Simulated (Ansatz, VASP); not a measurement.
PbO2: VASP beside Ansatz

```
Pb O
1.0
     4.99726    0.00000    0.00000
     0.00000    4.99726    0.00000
     0.00000    0.00000    3.41156
Pb O
2 4
Direct
  0.00000 0.00000 0.00000
  0.50000 0.50000 0.50000
  0.30762 0.30762 0.00000
  0.19238 0.80762 0.50000
  0.69238 0.69238 0.00000
  0.80762 0.19238 0.50000
```

Alike in both runs: functional PBEsol; k mesh 8 × 8 × 10; occupations gaussian, width 0.01 eV; no spin polarisation.

Ansatz relaxed the structure, and its values are those at the end. VASP's run is a single point on that final structure, the one shown.

```csv
,VASP,Ansatz
version,VASP 6.6.1,Ansatz 0.2.0
potentials or method,"VASP PAW PBE potentials, release 64 (Pb_d, O), cutoff 520 eV","scalar-relativistic, plane waves, PAW"
valence electrons in the cell,52,52
```

```csv
,VASP,Ansatz,Ansatz less VASP
gap on the k mesh at the Fermi level (eV),0.05,0.05,0.000
least direct gap on the mesh (eV),0.08,0.06,-0.014
pressure (GPa),0.3,0.0,-0.24
rms of the force components (eV/Å),0.004,0.000,-0.0043
```

VASP's potentials were made for PBE, not for PBEsol. With one functional, cell and mesh, what is left measures potentials, basis and numerics.

Neither program's run includes spin-orbit coupling.
